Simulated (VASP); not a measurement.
Input of a VASP 6.6.1 run:

INCAR

```
SYSTEM = WC
  PREC = Accurate
  ENCUT = 600
  EDIFF = 1E-6
  ISMEAR = -1
  SIGMA = 0.08
  LREAL = .FALSE.
  LASPH = .TRUE.
  NELM = 60
  ALGO = Normal
  ISIF = 3
  LWAVE = .FALSE.
  LCHARG = .FALSE.
  GGA = PE
  IBRION = 2
  NSW = 32
  EDIFFG = -0.005
  PSTRESS = -0.37
```

KPOINTS

```
regular mesh
0
G
  14 14 14
  0 0 0
```

POSCAR

```
WC
1.0
    0.0000000000      2.3496567133      2.3496567133
    2.3496567133      0.0000000000      2.3496567133
    2.3496567133      2.3496567133      0.0000000000
W C
1 1
Direct
    0.0000000000      0.0000000000      0.0000000000
    0.2500000000      0.2500000000      0.2500000000
```

Potentials or basis: VASP PAW PBE potentials, release 64 (W_sv, C).

Run with:

```console
$ cat potpaw_PBE.64/W_sv/POTCAR potpaw_PBE.64/C/POTCAR > POTCAR
$ mpirun -np 1 vasp_std > vasp.out
```

(1) What does it give for the band gap on the k mesh?

(2) Estimate the relaxed volume.

(3) Estimate the space group after relaxing (to 0.1 Å).

Results:

(1) zero (bands 9 and 10 overlap by 1.25 eV).

(2) 13.00 Å³/atom.

(3) F-43m (No. 216).

Caveat: the cell is relaxed towards a set pressure, so the run minimises the enthalpy, not the energy; spin-orbit coupling is left out, which moves the levels of the heavy elements.
